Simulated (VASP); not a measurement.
Crystal: Nb.

```xyz
2
Lattice="2.9398 0.0000 0.0000 -1.4699 2.5459 0.0000 0.0000 0.0000 4.8016" Properties=species:S:1:pos:R:3 pbc="T T T"
Nb    0.0000    1.6973    3.6012
Nb    1.4699    0.8486    1.2004
```

| Property | Result |
| --- | --- |
| Program | VASP 6.6.1 |
| Task | relaxation of cell and atoms |
| Functional | PBE |
| Potentials or basis | VASP PAW PBE potentials, release 64 (Nb_sv) |
| Cutoff | 600 eV |
| k mesh | 16 × 16 × 10 |
| Occupations | gaussian, width 0.05 eV |
| Spin | no spin polarisation |

At the start: pressure 6.2 GPa; volume 17.97 Å³/atom.

Task: Where does the relaxation end?

Result: Over 9 steps the energy falls by 66.5 meV/atom and the volume is 18.62 Å³/atom (+3.6 %); space group P6_3/mmc (No. 194, to 0.05 Å).

The path:
```csv
step,energy change (eV),largest force (eV/Å),pressure (GPa),volume (Å³)
1,0.0000,0.0000,6.17,35.94
2,-0.0155,0.0000,-9.20,39.63
3,-0.0535,0.0000,-2.85,37.92
4,-0.1214,0.0000,-3.61,38.09
5,-0.1231,0.0000,-3.55,38.11
6,-0.1091,0.0000,6.07,35.99
7,-0.1329,0.0000,-0.07,37.26
8,-0.1329,0.0000,0.02,37.25
9,-0.1329,0.0000,0.03,37.24
```

Final structure:
```
Nb
1.0
     2.86912    0.00000    0.00000
    -1.43456    2.48473    0.00000
     0.00000    0.00000    5.22413
Nb
2
Direct
  0.33333 0.66667 0.75000
  0.66667 0.33333 0.25000
```
